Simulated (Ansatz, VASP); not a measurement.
Two plane-wave programs on Mn

```
CELL_PARAMETERS angstrom
2.22978 0.00000 0.00000
0.00000 2.22978 0.00000
0.00000 0.00000 2.22978
ATOMIC_POSITIONS crystal
Mn 0.00000 0.00000 0.00000
```

Alike in both runs: functional LDA; k mesh 13 × 13 × 13; occupations fermi-dirac, width 0.1 eV; no spin polarisation.

Ansatz relaxed the structure, and its values are those at the end. VASP's run is a single point on that final structure, the one shown.

```csv
,VASP,Ansatz
version,VASP 6.6.1,Ansatz 0.2.0
potentials or method,"VASP PAW LDA potentials, release 64 (Mn_pv), cutoff 520 eV","plane waves (420 eV) with PAW, scalar-relativistic"
valence electrons in the cell,13,15
```

|  | VASP | Ansatz | Ansatz less VASP |
| --- | --- | --- | --- |
| pressure (GPa) | 0.8 | 0.0 | -0.87 |

Ansatz warns that its potentials were made for another functional, while VASP's fit it. LDA's correlation is that of Perdew and Zunger in VASP and of Perdew and Wang (1992) in Ansatz. VASP's potentials hold 13 valence electrons a cell and Ansatz's 15, so a difference there can come from the potentials and not from the codes.
